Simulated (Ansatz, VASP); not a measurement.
# SiC: VASP beside Ansatz

```
Si C
1.0
     3.07662    0.00000    0.00000
    -1.53831    2.66443    0.00000
     0.00000    0.00000   15.09808
Si C
6 6
Direct
  0.33333 0.66667 0.83299
  0.66667 0.33333 0.33299
  0.66667 0.33333 0.66650
  0.33333 0.66667 0.16650
  0.00000 0.00000 0.49973
  0.00000 0.00000 0.99973
  0.00000 0.00000 0.87437
  0.00000 0.00000 0.37437
  0.33333 0.66667 0.70800
  0.66667 0.33333 0.20800
  0.66667 0.33333 0.54152
  0.33333 0.66667 0.04152
```

Alike in both runs: task single point; functional PBEsol; k mesh 6 × 6 × 2; occupations gaussian, width 0.1 eV; no spin polarisation.

|  | VASP | Ansatz |
| --- | --- | --- |
| version | VASP 6.6.1 | Ansatz 0.2.0 |
| potentials or method | VASP PAW PBE potentials, release 64 (Si, C), cutoff 520 eV | scalar-relativistic, plane waves, PAW |
| valence electrons in the cell | 48 | 48 |

```tsv
	VASP	Ansatz	Ansatz less VASP
gap on the k mesh at the Fermi level (eV)	1.91	1.92	+0.008
least direct gap on the mesh (eV)	3.01	3.02	+0.009
pressure (GPa)	0.8	0.5	-0.35
traceless stress, the component that is largest in VASP (GPa)	-0.17	-0.17	+0.001
```

VASP's potentials were made for PBE, not for PBEsol. The functional is the same, so the differences come from potentials, cutoffs and numerics.
